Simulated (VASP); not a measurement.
A run of VASP 6.6.1:

Contents of INCAR:

```
SYSTEM = W
  PREC = Accurate
  ENCUT = 520
  EDIFF = 1E-6
  ISMEAR = -1
  SIGMA = 0.1
  LREAL = .False.
  LASPH = .True.
  NELM = 100
  ALGO = Normal
  ISIF = 2
  LWAVE = .False.
  LCHARG = .True.
  GGA = PS
  LELF = .True.
  LVHAR = .True.
  NBANDS = 21
```

KPOINTS

```
Automatic mesh
0
Gamma
  14 14 8
  0 0 0
```

File POSCAR:

```
W
1.0
   -1.5769517525      1.5769517525      1.5769517525
    1.5769517525     -1.5769517525      1.5769517525
    3.1539035050      3.1539035050      0.0000000000
W
2
Direct
    0.0000000000      0.0000000000      0.0000000000
    0.5000000000      0.5000000000      0.5000000000
```

Potentials or basis: VASP PAW PBE potentials, release 64 (W_sv).

Launch:

```console
$ cat potpaw_PBE.64/W_sv/POTCAR > POTCAR
$ mpirun -np 1 vasp_std > vasp.out
```

Hardware: 1 thread of AMD EPYC 9R45 96-Core Processor (Zen 5) (shared host).

Question: How long does it take, and how much memory?

Answer: Run time: 51 s on 1 thread of AMD EPYC 9R45 96-Core Processor (Zen 5) (shared host), peak memory 0.23 GiB. Counts: scf iterations 11, k points 285.
